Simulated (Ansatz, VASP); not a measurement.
Na in VASP and in Ansatz

File INCAR:

```
SYSTEM = Na
ALGO = Normal ; EDIFF = 1E-6
ENCUT = 520 ; GGA = PE
ISIF = 2 ; ISMEAR = 0
LASPH = .True. ; LCHARG = .False.
LREAL = .False. ; LWAVE = .False.
NBANDS = 14 ; NELM = 100
PREC = Accurate ; SIGMA = 0.15
```

KPOINTS

```
k-points
0
Gamma
  15 15 8
  0 0 0
```

Contents of POSCAR:

```
Na
1.0
    3.6450042957      0.0000000000      0.0000000000
   -1.8225021479      3.1566663170      0.0000000000
    0.0000000000      0.0000000000      6.1030356778
Na
2
Direct
    0.2087136969      0.6666666667      0.2500000000
    0.7912863031      0.3333333333      0.7500000000
```

Input for Ansatz:

```yaml
crystal:
  lattice:
    - [3.6450042957, 0.0, 0.0]
    - [-1.8225021479, 3.156666317, 0.0]
    - [0.0, 0.0, 6.1030356778]
  atoms:
    - { symbol: Na, position: [0.2087136969, 0.6666666667, 0.25] }
    - { symbol: Na, position: [0.7912863031, 0.3333333333, 0.75] }
basis:
  ecutwfc: 520.0
kpoints:
  mp_grid: { grid: [15, 15, 8] }
hamiltonian:
  xc: pbe
scf:
  occupations: { method: gaussian, width: 0.15 }
output:
  forces: true
  stress: true
  eigenvalues: true
```

Change from the starting cell: mode 4 frozen in at -0.467 Å, equal normal strain along x and y -0.0267.

Alike in both runs: task single point; functional PBE; k mesh 15 × 15 × 8; occupations gaussian, width 0.15 eV; no spin polarisation.

|  | VASP | Ansatz |
| --- | --- | --- |
| version | VASP 6.6.1 | Ansatz 0.2.0 |
| potentials or method | VASP PAW PBE potentials, release 64 (Na_pv), cutoff 520 eV | scalar-relativistic, plane waves, PAW |
| valence electrons in the cell | 14 | 18 |

|  | VASP | Ansatz | Ansatz less VASP |
| --- | --- | --- | --- |
| gap on the k mesh at the Fermi level (eV) | none | none | - |
| pressure (GPa) | 0.5 | 0.5 | +0.01 |
| traceless stress, the component that is largest in VASP (GPa) | 0.47 | 0.47 | -0.001 |
| rms of the force components (eV/Å) | 0.060 | 0.060 | -0.0001 |

Atom by atom the forces differ by 0.000 eV/Å (rms over components). A gap of «none» marks a metal or a gap that the smearing closes. VASP's potentials hold 14 valence electrons a cell and Ansatz's 18, so a difference there can come from the potentials and not from the codes.
